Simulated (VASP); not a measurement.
A run of VASP 6.6.1 is set up as follows.

INCAR

```
  PREC = Accurate
  ENCUT = 520
  EDIFF = 1E-7
  ISMEAR = 0
  SIGMA = 0.01
  LREAL = F
  LASPH = T
  NELM = 80
  ALGO = Normal
  ISIF = 2
  LWAVE = F
  LCHARG = F
  GGA = PE
  NBANDS = 11
```

File KPOINTS:

```
Automatic mesh
0
Gamma
  8 8 8
```

POSCAR

```
BN
1.0
    0.0000000000      1.7744516407      1.7744516407
    1.7744516407      0.0000000000      1.7744516407
    1.7744516407      1.7744516407      0.0000000000
B N
1 1
Direct
    0.0000000000      0.0000000000      0.0000000000
    0.5000000000      0.5000000000      0.5000000000
```

Potentials or basis: VASP PAW PBE potentials, release 64 (B, N).

Command:

```console
$ cat potpaw_PBE.64/B/POTCAR potpaw_PBE.64/N/POTCAR > POTCAR
$ mpirun -np 1 vasp_std > vasp.out
```

Task: Predict the band gap on the k mesh.

Result: 0.97 eV, indirect (least direct gap 5.68 eV).

Task: Estimate the pressure.

Result: -13.8 GPa.

 A k mesh can miss the band edges.
